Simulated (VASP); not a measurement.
CuO (Tenorite): single point with PBEsol

Crystal: CuO (Tenorite).

```
Cu O
1.0
     2.31296   -1.69024    0.00000
     2.31296    1.69024    0.00000
    -0.84892    0.00000    4.99106
Cu O
2 2
Direct
  0.49680 0.00320 0.50000
  0.00320 0.49680 0.00000
  0.40560 0.57140 0.75370
  0.57140 0.40560 0.25370
```

This cell differs from its parent crystal: volume scaled by 0.96.

```
Program                : VASP 6.6.1
Task                   : single point
Functional             : PBEsol
Potentials or basis    : VASP PAW PBE potentials, release 64 (Cu, O)
Cutoff                 : 520 eV
k mesh                 : 10 × 10 × 5
Occupations            : fermi-dirac, width 0.05 eV
Spin                   : no spin polarisation
Dipole correction      : no
Further INCAR settings : ALGO = Normal; EDIFF = 1e-06; NBANDS = 25
```

```json
{
  "Pressure": "5.9 GPa",
  "Largest force": "0.872 eV/Å",
  "Band gap on the k mesh": "zero (band 17 reaches 6.36 eV, above the bottom of band 18 at 5.75 eV)"
}
```

Forces in eV/Å, atoms in the order of the input:
```
Cu  -0.718 -0.407  0.282
Cu  -0.718  0.407  0.282
O    0.718 -0.236 -0.282
O    0.718  0.236 -0.282
```

Stress tensor (GPa, compression positive):
```
 5.89  0.00 -2.34
 0.00  5.98  0.00
-2.34  0.00  5.78
```

Levels at points of the mesh, in eV from the Fermi level:
```
           k point  band 13  band 14  band 15  band 16  band 17  band 18  band 19  band 20  band 21  band 22
(0.00, 0.00, 0.00)    -2.45    -2.33    -2.24    -1.72     0.23     0.96     1.81     5.96     8.35    13.40
(0.50, 0.00, 0.00)    -2.14    -1.67    -1.56    -1.46    -0.04     0.29     4.79     6.38     7.09    11.22
(0.50, 0.50, 0.00)    -2.24    -2.23    -1.72    -1.27    -0.67     1.12     3.15     7.11     8.55    10.26
```

It took 72 s on 1 thread of AMD EPYC 9R45 96-Core Processor (Zen 5), with other jobs on the host, peak memory 0.21 GiB.

Caveat: the PAW data sets were made with another functional, which shifts forces and pressure a little; semilocal functionals often make such compounds metallic where correlation or magnetic order opens a gap, which also shifts bond lengths.
